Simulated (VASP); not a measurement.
Wanted: the native input for a VASP 6.6.1 run.

| Property | Result |
| --- | --- |
| Task | single point |
| Functional | PBE |
| Dispersion | D3(BJ) |
| Potentials or basis | VASP PAW PBE potentials, release 64 (Cs_sv) |
| Cutoff | 520 eV |
| k mesh | 6 × 6 × 6 |
| Occupations | fermi-dirac, width 0.05 eV |
| Spin | no spin polarisation |
| Dipole correction | no |
| Further INCAR settings | ALGO = Normal; EDIFF = 1e-06; NBANDS = 10 |

The structure of Cs lies in POSCAR:

```
Cs
1.0
    0.0000000000      3.8298428325      3.8298428325
    3.8298428325      0.0000000000      3.8298428325
    3.8298428325      3.8298428325      0.0000000000
Cs
1
Direct
    0.0000000000      0.0000000000      0.0000000000
```

One way to write it, as run:

INCAR

```
SYSTEM = Cs
PREC = Accurate
ENCUT = 520
EDIFF = 1E-6
ISMEAR = -1
SIGMA = 0.05
LREAL = .FALSE.
LASPH = .TRUE.
NELM = 60
ALGO = Normal
ISIF = 2
LWAVE = .FALSE.
LCHARG = .FALSE.
GGA = PE
IVDW = 12
NBANDS = 10
```

KPOINTS

```
Automatic mesh
0
G
  6 6 6
  0 0 0
```

Potentials or basis: VASP PAW PBE potentials, release 64 (Cs_sv).

The run is started by

```sh
$ cat potpaw_PBE.64/Cs_sv/POTCAR > POTCAR
$ mpirun -np 1 vasp_std > vasp.out
```

It gave:

| Property | Result |
| --- | --- |
| Pressure | 0.0 GPa |
| Dispersion energy per atom | -0.091 eV |

Caveat: three body term missing; pairwise dispersion overbinds metals, which lowers pressure and volume.

Run time: 12 s on 1 thread of Intel(R) Xeon(R) Platinum 8259CL CPU @ 2.50GHz (Skylake/Cascade Lake) (shared host), peak memory 0.24 GiB.
